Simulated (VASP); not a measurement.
## TaTlO4: single point with PBE

The system is TaTlO4.

```xyz
6
Lattice="3.5977 0.0000 0.0000 0.0000 3.5977 0.0000 0.0000 0.0000 5.3794" Properties=species:S:1:pos:R:3 pbc="T T T"
Ta    0.0000    0.0000    0.0000
Tl    1.7988    1.7988    2.6897
O     1.7988    0.0000    1.1831
O     0.0000    1.7988    4.1963
O     1.7988    0.0000    4.1963
O     0.0000    1.7988    1.1831
```

| Quantity | Value |
| --- | --- |
| Program | VASP 6.6.1 |
| Task | single point |
| Functional | PBE |
| Potentials or basis | VASP PAW PBE potentials, release 64 (Ta_pv, Tl_d, O) |
| Cutoff | 520 eV |
| k mesh | 10 × 10 × 8 |
| Occupations | gaussian, width 0.1 eV |
| Spin | no spin polarisation |
| Dipole correction | no |
| Further INCAR settings | ALGO = Normal; EDIFF = 1e-06; NBANDS = 33 |

```json
{
  "Pressure": "0.4 GPa",
  "Largest force": "0.010 eV/Å",
  "Band gap on the k mesh": "zero (bands 24 and 25 overlap by 0.47 eV)"
}
```

Forces in eV/Å, atoms in the order of the input:
```
Ta   0.000  0.000  0.000
Tl   0.000  0.000  0.000
O    0.000  0.000  0.010
O    0.000  0.000 -0.010
O    0.000  0.000 -0.010
O    0.000  0.000  0.010
```

Levels at points of the mesh, in eV from the Fermi level:
```tsv
k point	band 22	band 23	band 24	band 25	band 26	band 27
(0.00, 0.00, 0.00)	-0.74	-0.56	-0.56	-0.29	1.71	2.55
(0.50, 0.00, 0.00)	-2.04	-1.28	-0.65	1.58	2.64	2.82
(0.50, 0.50, 0.00)	-0.85	-0.41	-0.17	-0.13	1.76	4.51
(0.00, 0.00, 0.50)	-0.84	-0.84	-0.72	1.70	2.04	2.76
(0.50, 0.00, 0.50)	-2.62	-2.27	-2.10	1.75	3.25	3.43
(0.50, 0.50, 0.50)	-0.90	-0.47	0.18	1.89	2.62	2.78
```

Run time: 4.9 min on 1 thread of Intel Xeon 8259CL (shared host), peak memory 0.34 GiB.

Caveat: spin-orbit coupling is left out, which moves the levels of the heavy elements.
